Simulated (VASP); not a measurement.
# Sb (P6_3/mmc) in VASP: notebook

The runs below take Sb through single point, with PBEsol.

All numbers are computed with VASP 6.6.1; they aren't measurements. Logs are shortened: lines on timing, memory, paths and dates and some standing lists are left out, and cuts for length are marked.

## 1. The cell of the first run

The structure is hexagonal, space group P6_3/mmc (No. 194). The conventional cell has a = 3.309 Å, b = 3.309 Å, c = 5.396 Å, α = 90.00°, β = 90.00°, γ = 120.00°. Sb (site symmetry -6m2) has 12 Sb at 3.31 Å within 4.3 Å.

This isn't the form of Sb at room conditions, which is rhombohedral.

## 2. Single point, PBEsol (25.59 Å³/atom)

Contents of INCAR:

```
PREC = Accurate ; ENCUT = 520
EDIFF = 1E-6 ; ISMEAR = -1
SIGMA = 0.05 ; LREAL = False
LASPH = True ; NELM = 100
ALGO = Normal ; ISIF = 2
LWAVE = False ; LCHARG = False
GGA = PS ; NBANDS = 12
```

Contents of KPOINTS:

```
Automatic mesh
0
Gamma
  9 9 5
```

Contents of POSCAR:

```
Sb
1.0
    3.3091953418      0.0000000000      0.0000000000
   -1.6545976709      2.8658472321      0.0000000000
    0.0000000000      0.0000000000      5.3962304974
Sb
2
Direct
    0.6666666667      0.3333333333      0.7500000000
    0.3333333333      0.6666666667      0.2500000000
```

Potentials or basis: VASP PAW PBE potentials, release 64 (Sb).

Started as:

```console
> cat potpaw_PBE.64/Sb/POTCAR > POTCAR
> mpirun -np 1 vasp_std > vasp.out
```

OUTCAR:

```text
PREC = Accurate
   ENCUT = 520
   EDIFF = 1E-6
   ISMEAR = -1
   LREAL = False
   LASPH = True
   NELM = 100
   ISIF = 2
   GGA = PS

 ion  position               nearest neighbor table
   1  0.667  0.333  0.750-   2 3.31   2 3.31   2 3.31   2 3.31   2 3.31   2 3.31
   2  0.333  0.667  0.250-   1 3.31   1 3.31   1 3.31   1 3.31   1 3.31   1 3.31

  LATTYP: Found a hexagonal cell.
 ALAT       =     3.3091953418
 C/A-ratio  =     1.6306775334

  Lattice vectors:

 A1 = (   3.3091953418,   0.0000000000,   0.0000000000)
 A2 = (  -1.6545976709,   2.8658472321,   0.0000000000)
 A3 = (   0.0000000000,   0.0000000000,   5.3962304974)

Analysis of symmetry for initial positions (statically):
=====================================================================
 Subroutine PRICEL returns:
 Original cell was already a primitive cell.

 Routine SETGRP: Setting up the symmetry group for a
 hexagonal supercell.

 Subroutine GETGRP returns: Found 24 space group operations
 (whereof 12 operations were pure point group operations)
 out of a pool of 24 trial point group operations.

The static configuration has the point symmetry D_3d.
 The point group associated with its full space group is D_6h.

Analysis of symmetry for dynamics (positions and initial velocities):
=====================================================================
 Subroutine PRICEL returns:
 Original cell was already a primitive cell.

 Routine SETGRP: Setting up the symmetry group for a
 hexagonal supercell.

 Subroutine GETGRP returns: Found 24 space group operations
 (whereof 12 operations were pure point group operations)
 out of a pool of 24 trial point group operations.

The dynamic configuration has the point symmetry D_3d.
 The point group associated with its full space group is D_6h.

 Subroutine INISYM returns: Found 24 space group operations
 (whereof 12 operations are pure point group operations),
 and found     1 'primitive' translations

----------------------------------------------------------------------------------------

                                     Primitive cell

  volume of cell :      51.1760

  direct lattice vectors                    reciprocal lattice vectors
     3.309195342  0.000000000  0.000000000     0.302188265  0.174468476  0.000000000
    -1.654597671  2.865847232  0.000000000     0.000000000  0.348936953  0.000000000
     0.000000000  0.000000000  5.396230497     0.000000000  0.000000000  0.185314545

  length of vectors
     3.309195342  3.309195342  5.396230497     0.348936953  0.348936953  0.185314545

  position of ions in fractional coordinates (direct lattice)
     0.666666667  0.333333333  0.750000000
     0.333333333  0.666666667  0.250000000

  ion indices of the primitive-cell ions
   primitive index   ion index
                 1           1
                 2           2

----------------------------------------------------------------------------------------

 KPOINTS: Automatic mesh

Automatic generation of k-mesh.
 Grid dimensions read from file:
 generate k-points for:    9    9    5

 Generating k-lattice:

  Cartesian coordinates                     Fractional coordinates (reciprocal lattice)
     0.033576474  0.019385386  0.000000000     0.111111111 -0.000000000  0.000000000
     0.000000000  0.038770773  0.000000000     0.000000000  0.111111111  0.000000000
     0.000000000  0.000000000  0.037062909     0.000000000  0.000000000  0.200000000

  Length of vectors
     0.038770773  0.038770773  0.037062909

  Shift w.r.t. Gamma in fractional coordinates (k-lattice)
     0.000000000  0.000000000  0.000000000

 Subroutine IBZKPT returns following result:
 ===========================================

 Found     36 irreducible k-points:

 Following reciprocal coordinates:
            Coordinates               Weight
  0.000000  0.000000  0.000000      1.000000
  0.111111  0.000000  0.000000      6.000000
  0.222222  0.000000  0.000000      6.000000
  0.333333  0.000000  0.000000      6.000000
  0.444444  0.000000  0.000000      6.000000
  0.111111  0.111111  0.000000      6.000000
[... 16 lines left out ...]
  0.333333  0.222222  0.200000     24.000000
  0.333333  0.333333  0.200000      4.000000
 [... further k-points ...]
   k-points           NKPTS =     36   k-points in BZ     NKDIM =     36   number of bands    NBANDS=     12
   number of dos      NEDOS =    301   number of ions     NIONS =      2
   total plane-waves  NPLWV =  31360
   dimension x,y,z NGX =    28 NGY =   28 NGZ =   40
   dimension x,y,z NGXF=    56 NGYF=   56 NGZF=   80
   ions per type =               2
   NGX,Y,Z   is equivalent  to a cutoff of  14.07, 14.07, 12.32 a.u.
   NGXF,Y,Z  is equivalent  to a cutoff of  28.13, 28.13, 24.65 a.u.
 SYSTEM =  unknown system
   PREC   = accura    normal or accurate (medium, high low for compatibility)
   ISTART =      0    job   : 0-new  1-cont  2-samecut
   ICHARG =      2    charge: 1-file 2-atom 10-const
   ISPIN  =      1    spin polarized calculation?
   LNONCOLLINEAR =      F non collinear calculations
   LSORBIT =      F    spin-orbit coupling
   LASPH  =      T    aspherical Exc in radial PAW
   ENCUT  =  520.0 eV  38.22 Ry    6.18 a.u.   6.15  6.15 10.03*2*pi/ulx,y,z
   NELM   =    100;   NELMIN=  2; NELMDL= -5     # of ELM steps
   EDIFF  = 0.1E-05   stopping-criterion for ELM
   LREAL  =      F    real-space projection
   EDIFFG = 0.1E-04   stopping-criterion for IOM
   NSW    =      0    number of steps for IOM
   IBRION =     -1    ionic relax: 0-MD 1-quasi-New 2-CG
   NFREE  =      0    steps in history (QN), initial steepest desc. (CG)
   ISIF   =      2    stress and relaxation
   ISYM   =      2    0-nonsym 1-usesym 2-fastsym
   POTIM  = 0.5000    time-step for ionic-motion
   TEBEG  =    0.0;   TEEND  =   0.0 temperature during run
   PSTRESS=    0.0 pullay stress
   NELECT =      10.0000    total number of electrons
   NUPDOWN=      -1.0000    fix difference up-down
   EMIN   =  10.00;   EMAX   =-10.00  energy-range for DOS
   EFERMI =   0.00;   METHOD = LEGACY
   ISMEAR =    -1;   SIGMA  =   0.05  broadening in eV -4-tet -1-fermi 0-gaus
   EFERMI_NEDOS =   21; number of points for ismear=-14 and -15
   IALGO  =     38    algorithm
   IMIX   =      4    mixing-type and parameters
     AMIX     =   0.40;   BMIX     =  1.00
     AMIX_MAG =   1.60;   BMIX_MAG =  1.00
  volume/ion in A,a.u.               =      25.59       172.68
  Fermi-wavevector in a.u.,A,eV,Ry     =   0.949991  1.795223 12.279027  0.902483
  Thomas-Fermi vector in A             =   2.078326
   LORBIT       =      0    0 simple, 1 ext, 2 COOP (PROOUT), +10 PAW based schemes
   GGA     = PS    functional components
   LHFCALC =     F    Hartree Fock is set to
   AEXX    =    0.0000 exact exchange contribution
   IVDW    =     0    specifies the selected vdW correction
   LEPSILON=     F    determine dielectric tensor
   LRPA    =     F    only Hartree local field effects (RPA)
 non-spin polarized calculation
  energy-cutoff  :      520.00
  volume of cell :       51.18
 maximum number of plane-waves:      1398
 NGX is ok and might be reduce to    28
   NGX = 13   NGY = 13   NGZ = 21

 number of electron      10.0000000 magnetization

 number of electron       9.9999999 magnetization

 Free energy of the ion-electron system (eV)
  ---------------------------------------------------
  ext. energy  EPLUGINS =         0.00000000
  ---------------------------------------------------
  free energy    TOTEN  =        -8.68674433 eV

  energy without entropy =       -8.67641978  energy(sigma->0) =       -8.68158205

 E-fermi :   8.9587     XC(G=0): -10.5553

 val. band max:        8.9368146320   @ k =   0.2222   0.0000   0.4000
 cond. band min:       9.0181560417   @ k =   0.2222   0.0000   0.4000
 fundamental gap:      0.0813414097
 Fermi energy:         8.9587033802

 k-point     1 :       0.0000    0.0000    0.0000
  band No.  band energies     occupation
      1      -4.2948      2.00000
      2      -0.2289      2.00000
      3       2.8918      2.00000
      4      12.8518      0.00000
      5      12.8518      0.00000
      6      14.5854      0.00000
      7      14.5854      0.00000
      8      14.8682      0.00000
      9      16.9808      0.00000
     10      18.0692      0.00000
     11      19.2268      0.00000
     12      19.2268      0.00000

 k-point     2 :       0.1111    0.0000    0.0000
  band No.  band energies     occupation
      1      -4.0672      2.00000
      2      -0.0270      2.00000
      3       3.1290      2.00000
      4      10.8449      0.00000
      5      12.0630      0.00000
      6      13.4510      0.00000
      7      14.5935      0.00000
      8      14.7086      0.00000
      9      16.7786      0.00000
     10      18.4320      0.00000
     11      18.9968      0.00000
     12      19.3868      0.00000

 k-point     3 :       0.2222    0.0000    0.0000
  band No.  band energies     occupation
      1      -3.3887      2.00000
      2       0.5521      2.00000
      3       3.8300      2.00000
      4       7.8207      2.00000
      5      10.8821      0.00000
      6      11.0967      0.00000
      7      13.3125      0.00000
      8      14.1738      0.00000
      9      15.0640      0.00000
     10      17.6430      0.00000
     11      18.7718      0.00000
     12      19.3269      0.00000

 k-point     4 :       0.3333    0.0000    0.0000
  band No.  band energies     occupation
      1      -2.2839      2.00000
      2       1.3161      2.00000
      3       4.9503      2.00000
      4       5.2460      2.00000
      5       8.5358      1.99958
      6       9.9720      0.00000
      7      11.2076      0.00000
      8      13.4407      0.00000
      9      14.0269      0.00000
     10      17.0377      0.00000
     11      18.2177      0.00000
     12      18.6664      0.00000

 k-point     5 :       0.4444    0.0000    0.0000
  band No.  band energies     occupation
      1      -0.8996      2.00000
      2       1.1847      2.00000
      3       4.4175      2.00000
      4       6.2838      2.00000
      5       6.3690      2.00000
      6       9.2487      0.00604
      7       9.4907      0.00005
      8      13.0004      0.00000
      9      13.5506      0.00000
     10      16.7123      0.00000
     11      17.9217      0.00000
     12      18.3362      0.00000
[... 228 lines left out ...]
      1      -0.1605      2.00000
      2       0.9925      2.00000
      3       3.9322      2.00000
      4       5.1625      2.00000
      5       7.6287      2.00000
      6       8.8035      1.91411
      7       9.8715      0.00000
      8      11.0358      0.00000
      9      15.4069      0.00000
     10      15.6133      0.00000
     11      18.5437      0.00000
     12      18.8867      0.00000

 k-point    22 :       0.2222    0.2222    0.2000
  band No.  band energies     occupation
      1      -1.4390      2.00000
      2       1.1035      2.00000
      3       5.0862      2.00000
      4       6.3423      2.00000
      5       7.2673      2.00000
      6       8.2424      2.00000
      7       9.6526      0.00000
      8      12.0335      0.00000
      9      15.2334      0.00000
     10      17.5523      0.00000
     11      18.6204      0.00000
     12      19.0198      0.00000

 k-point    23 :       0.3333    0.2222    0.2000
  band No.  band energies     occupation
      1      -0.1153      2.00000
      2       1.3715      2.00000
      3       4.4011      2.00000
      4       5.5349      2.00000
      5       6.4838      2.00000
      6       8.3232      1.99999
      7       8.8838      1.63459
      8      10.7071      0.00000
      9      14.3118      0.00000
     10      18.3773      0.00000
     11      18.7509      0.00000
     12      20.4552      0.00000

 k-point    24 :       0.3333    0.3333    0.2000
  band No.  band energies     occupation
      1       0.9394      2.00000
      2       0.9394      2.00000
      3       4.5353      2.00000
      4       5.6675      2.00000
      5       5.6675      2.00000
      6       7.2788      2.00000
      7       9.7784      0.00000
      8       9.7784      0.00000
      9      13.5128      0.00000
     10      19.7312      0.00000
     11      19.7312      0.00000
     12      21.4936      0.00000

 [... further k-points ...]

------------------------ aborting loop because EDIFF is reached ----------------------------------------

  FORCE on cell =-STRESS in cart. coord.  units (eV):
  Direction    XX          YY          ZZ          XY          YZ          ZX
  --------------------------------------------------------------------------------------
  -------------------------------------------------------------------------------------
  Total        0.3349592      0.3349592      0.3262209      0.0000000      0.0000000      0.0000000
  in kB       10.4866434     10.4866434     10.2130741      0.0000000      0.0000000      0.0000000
  external PRESSURE =      10.3954536 kB  Pullay stress =       0.0000000 kB

 VOLUME and BASIS-vectors are now :
 -----------------------------------------------------------------------------
  energy-cutoff  :      520.00
  volume of cell :       51.18
      direct lattice vectors                 reciprocal lattice vectors
     3.309195342  0.000000000  0.000000000     0.302188265  0.174468476  0.000000000
    -1.654597671  2.865847232  0.000000000     0.000000000  0.348936953  0.000000000
     0.000000000  0.000000000  5.396230497     0.000000000  0.000000000  0.185314545

 POSITION                                       TOTAL-FORCE (eV/Angst)
 -----------------------------------------------------------------------------------
      1.65460      0.95528      4.04717        -0.000000      0.000000      0.000000
     -0.00000      1.91056      1.34906         0.000000     -0.000000      0.000000
 -----------------------------------------------------------------------------------
    total drift:                               -0.000000      0.000000      0.000000

  FREE ENERGIE OF THE ION-ELECTRON SYSTEM (eV)
  ---------------------------------------------------
  free  energy   TOTEN  =        -8.6867443313 eV

  energy  without entropy=       -8.6764197766  energy(sigma->0) =       -8.68158205
```

It took 21 s on 1 thread of Intel Xeon 8259CL, shared host; peak memory 0.18 GiB.

What came out:

- Free energy: -8.6867 eV
- Pressure: 1.0 GPa
- Band gap on the k mesh: zero (bands 5 and 6 overlap by 7.31 eV)

Caveat: the PAW data sets were made with another functional, which shifts forces and pressure a little; spin-orbit coupling is left out, which moves the levels of the heavy elements.

## 3. Single point, PBEsol (27.72 Å³/atom)

This run uses another cell than the first one, of 27.72 Å³/atom.

Contents of INCAR:

```
ALGO = Normal
EDIFF = 1E-6
ENCUT = 520
GGA = PS
ISIF = 2
ISMEAR = -1
LASPH = True
LCHARG = False
LREAL = False
LWAVE = False
NBANDS = 12
NELM = 80
PREC = Accurate
SIGMA = 0.05
```

Contents of KPOINTS:

```
k-points
0
Gamma
  9 9 5
```

Contents of POSCAR:

```
Sb
1.0
    3.3986760653      0.0000000000      0.0000000000
   -1.6993380327      2.9433398118      0.0000000000
    0.0000000000      0.0000000000      5.5421447030
Sb
2
Direct
    0.6666666667      0.3333333333      0.7500000000
    0.3333333333      0.6666666667      0.2500000000
```

Potentials or basis: VASP PAW PBE potentials, release 64 (Sb).

Started as:

```console
> cat potpaw_PBE.64/Sb/POTCAR > POTCAR
> mpirun -np 1 vasp_std > vasp.out
```

It took 22 s on 1 thread of Intel Xeon 8259CL, shared host; peak memory 0.18 GiB.

It converged, with:

```
Free energy            : -8.6458 eV
Pressure               : -3.8 GPa
Band gap on the k mesh : zero (bands 5 and 6 overlap by 6.58 eV)
```

Stress tensor (GPa, compression positive):
```
-3.66  0.00  0.00
 0.00 -3.66  0.00
 0.00  0.00 -4.05
```

Levels at points of the mesh, in eV from the Fermi level:
```csv
k point,band 3,band 4,band 5,band 6,band 7,band 8
"(0.00, 0.00, 0.00)",-5.55,3.52,3.52,5.08,5.08,5.29
```

Caveat: the cell stands under tension; the PAW data sets were made with another functional, which shifts forces and pressure a little; spin-orbit coupling is left out, which moves the levels of the heavy elements.
